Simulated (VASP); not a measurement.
## Nb: single point with PBE

Nb:

```
CELL_PARAMETERS angstrom
-1.66395 1.66395 1.66395
1.66395 -1.66395 1.66395
1.66395 1.66395 -1.66395
ATOMIC_POSITIONS crystal
Nb 0.00000 0.00000 0.00000
```

```
Program                : VASP 6.6.1
Task                   : single point
Functional             : PBE
Potentials or basis    : VASP PAW PBE potentials, release 64 (Nb_sv)
Cutoff                 : 500 eV
k mesh                 : 11 × 11 × 11
Occupations            : gaussian, width 0.02 eV
Spin                   : no spin polarisation
Dipole correction      : no
Further INCAR settings : ALGO = Normal; EDIFF = 1e-06; NBANDS = 12
```

```json
{"Pressure": "-2.1 GPa"}
```

Levels at points of the mesh, in eV from the Fermi level:
```csv
k point,band 3,band 4,band 5,band 6,band 7,band 8,band 9,band 10
"(0.00, 0.00, 0.00)",-29.69,-29.69,-5.83,0.43,0.43,0.43,3.27,3.27
```

Run time: 5 s on 1 thread of Intel(R) Xeon(R) 6975P-C (Granite Rapids), with other jobs on the host, peak memory 0.14 GiB.
